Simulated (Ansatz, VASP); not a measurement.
Si4O7: VASP beside Ansatz

The input INCAR:

```
SYSTEM = Si4O7
  ALGO = Normal
  EDIFF = 1E-6
  ENCUT = 520
  GGA = PE
  ISIF = 2
  ISMEAR = 0
  LASPH = .True.
  LCHARG = .True.
  LELF = .True.
  LREAL = .False.
  LVHAR = .True.
  LWAVE = .False.
  NBANDS = 40
  NELM = 80
  PREC = Accurate
  SIGMA = 0.05
```

The input KPOINTS:

```
k-points
0
Gamma
  4 4 4
  0 0 0
```

The input POSCAR:

```
Si4O7
1.0
    5.0799801732      0.0000000000      0.0000000000
    0.0000000000      5.0799801732      0.0000000000
    0.0000000000      0.0000000000      7.0914769300
Si O
4 7
Direct
    0.2944292339      0.2944292339      0.0000000000
    0.2055707661      0.7944292339      0.2500000000
    0.7055707661      0.7055707661      0.5000000000
    0.7944292339      0.2055707661      0.7500000000
    0.4053663613      0.7409644515      0.4248320116
    0.7590355485      0.9053663613      0.6748320116
    0.5946336387      0.2590355485      0.9248320116
    0.7409644515      0.4053663613      0.5751679884
    0.9958878913      0.7334193780      0.2846175710
    0.2590355485      0.5946336387      0.0751679884
    0.0946336387      0.2409644515      0.8251679884
```

Input for Ansatz:

```yaml
crystal:
  lattice:
    - [5.0799801732, 0.0, 0.0]
    - [0.0, 5.0799801732, 0.0]
    - [0.0, 0.0, 7.09147693]
  atoms:
    - { symbol: Si, position: [0.2944292339, 0.2944292339, 0.0] }
    - { symbol: Si, position: [0.2055707661, 0.7944292339, 0.25] }
    - { symbol: Si, position: [0.7055707661, 0.7055707661, 0.5] }
    - { symbol: Si, position: [0.7944292339, 0.2055707661, 0.75] }
    - { symbol: O, position: [0.4053663613, 0.7409644515, 0.4248320116] }
    - { symbol: O, position: [0.7590355485, 0.9053663613, 0.6748320116] }
    - { symbol: O, position: [0.5946336387, 0.2590355485, 0.9248320116] }
    - { symbol: O, position: [0.7409644515, 0.4053663613, 0.5751679884] }
    - { symbol: O, position: [0.9958878913, 0.733419378, 0.284617571] }
    - { symbol: O, position: [0.2590355485, 0.5946336387, 0.0751679884] }
    - { symbol: O, position: [0.0946336387, 0.2409644515, 0.8251679884] }
basis:
  ecutwfc: 420
kpoints:
  mp_grid: { grid: [4, 4, 4] }
hamiltonian:
  xc: pbe
  pseudopotentials: { kind: paw, azcp: { folder: soft_1 } }
scf:
  occupations: { method: gaussian, width: 0.05 }
output:
  forces: true
  stress: true
  eigenvalues: true
  write_density: true
  write_potential: true
  elf: true
  volumetric_format: npy
```

Change from the starting cell: O vacancy; atom 9 moved 0.125 of the way to it and -0.450 Å across, host rigid.

Alike in both runs: task single point; functional PBE; k mesh 4 × 4 × 4; occupations gaussian, width 0.05 eV; no spin polarisation.

```csv
,VASP,Ansatz
version,VASP 6.6.1,Ansatz 0.2.0
potentials or method,"VASP PAW PBE potentials, release 64 (Si, O), cutoff 520 eV","scalar-relativistic, plane waves, PAW"
valence electrons in the cell,58,58
```

```csv
,VASP,Ansatz,Ansatz less VASP
gap on the k mesh at the Fermi level (eV),1.95,1.91,-0.048
least direct gap on the mesh (eV),2.24,2.20,-0.039
pressure (GPa),19.6,21.2,+1.62
"traceless stress, the component that is largest in VASP (GPa)",36.03,38.60,+2.568
rms of the force components (eV/Å),15.981,17.139,+1.1577
```

Atom by atom the forces differ by 1.165 eV/Å (rms over components).
